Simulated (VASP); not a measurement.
Wanted: the native input for a VASP 6.6.1 run.

```
Task                   : single point
Functional             : LDA
Potentials or basis    : VASP PAW LDA potentials, release 64 (Sb)
Cutoff                 : 520 eV
k mesh                 : 9 × 9 × 9
Occupations            : fermi-dirac, width 1 eV
Spin                   : no spin polarisation
Dipole correction      : no
Further INCAR settings : ALGO = Normal; EDIFF = 1e-07; NBANDS = 12
```

The structure of Sb lies in POSCAR:

```
Sb
1.0
    2.1456002536      1.2387628840      3.6587425366
   -2.1456002536      1.2387628840      3.6587425366
    0.0000000000     -2.4775257680      3.6587425366
Sb
2
Direct
    0.2359371474      0.2359371474      0.2359371474
    0.7640628526      0.7640628526      0.7640628526
```

One way to write it, as run:

INCAR

```
PREC = Accurate ; ENCUT = 520
EDIFF = 1E-7 ; ISMEAR = -1
SIGMA = 1.0 ; LREAL = F
LASPH = T ; NELM = 60
ALGO = Normal ; ISIF = 2
LWAVE = F ; LCHARG = F
GGA = CA ; NBANDS = 12
```

KPOINTS

```
Automatic mesh
0
Gamma
  9 9 9
```

Potentials or basis: VASP PAW LDA potentials, release 64 (Sb).

The run is started by

```sh
$ cat potpaw_LDA.64/Sb/POTCAR > POTCAR
$ mpirun -np 1 vasp_std > vasp.out
```

Results of the run:

```
Pressure      : 4.7 GPa
Largest force : 0.785 eV/Å
```

It took 18 s on 1 thread of Intel(R) Xeon(R) 6975P-C (Granite Rapids), on a shared host, peak memory 0.19 GiB.
